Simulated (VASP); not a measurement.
Here is a VASP 6.6.1 calculation.

File INCAR:

```
SYSTEM = BeS
ALGO = Normal
EDIFF = 1E-6
ENCUT = 600
GGA = PE
GGA_COMPAT = .FALSE.
ISIF = 2
ISMEAR = 0
LASPH = .TRUE.
LCHARG = .FALSE.
LREAL = .FALSE.
LWAVE = .FALSE.
NBANDS = 11
NELM = 120
PREC = Accurate
SIGMA = 0.02
```

File KPOINTS:

```
k-points
0
G
  8 8 8
  0 0 0
```

Contents of POSCAR:

```
BeS
1.0
    0.0000000000      2.4134358902      2.4134358902
    2.4134358902      0.0000000000      2.4134358902
    2.4134358902      2.4134358902      0.0000000000
Be S
1 1
Direct
    0.5000000000      0.5000000000      0.5000000000
    0.2500000000      0.2500000000      0.2500000000
```

Potentials or basis: VASP PAW PBE potentials, release 64 (Be, S).

Launch:

```console
$ cat potpaw_PBE.64/Be/POTCAR potpaw_PBE.64/S/POTCAR > POTCAR
$ mpirun -np 1 vasp_std > vasp.out
```

(1) Estimate the band gap on the k mesh.

(2) Predict the pressure.

## Answers

(1) 3.08 eV, indirect (least direct gap 5.66 eV).

(2) 3.0 GPa.
